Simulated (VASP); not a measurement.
Input of a VASP 6.6.1 run:

INCAR

```
SYSTEM = NbAs
PREC = Accurate
ENCUT = 500
EDIFF = 1E-7
ISMEAR = 0
SIGMA = 0.2
LREAL = .FALSE.
LASPH = .TRUE.
NELM = 120
ALGO = Normal
ISIF = 3
LWAVE = .FALSE.
LCHARG = .FALSE.
GGA = PE
IBRION = 2
NSW = 36
EDIFFG = -0.08
GGA_COMPAT = .FALSE.
NELMIN = 4
```

Contents of KPOINTS:

```
regular mesh
0
G
  7 7 4
  0 0 0
```

The input POSCAR:

```
NbAs
1.0
    3.1196006400      0.0000000000      0.0000000000
   -1.5598003200      2.7016534000      0.0000000000
    0.0000000000      0.0000000000      5.3014282700
Nb As
1 1
Direct
    0.0000000000      0.0000000000      0.8792497000
    0.0000000000      0.0000000000      0.2990257400
```

Potentials or basis: VASP PAW PBE potentials, release 64 (Nb_sv, As).

Command:

```console
$ cat potpaw_PBE.64/Nb_sv/POTCAR potpaw_PBE.64/As/POTCAR > POTCAR
$ mpirun -np 1 vasp_std > vasp.out
```

(1) What does it give for the band gap on the k mesh?

(2) What does it give for the relaxed cell?

(3) What does it give for the space group after relaxing (to 0.05 Å)?

(4) Predict the relaxed volume.

Answers

(1) zero (band 9 reaches 9.29 eV, above the bottom of band 10 at 7.55 eV).

(2) a = 2.971 Å, b = 2.971 Å, c = 5.134 Å, α = 90.00°, β = 90.00°, γ = 120.00°.

(3) P6/mmm (No. 191).

(4) 19.62 Å³/atom.
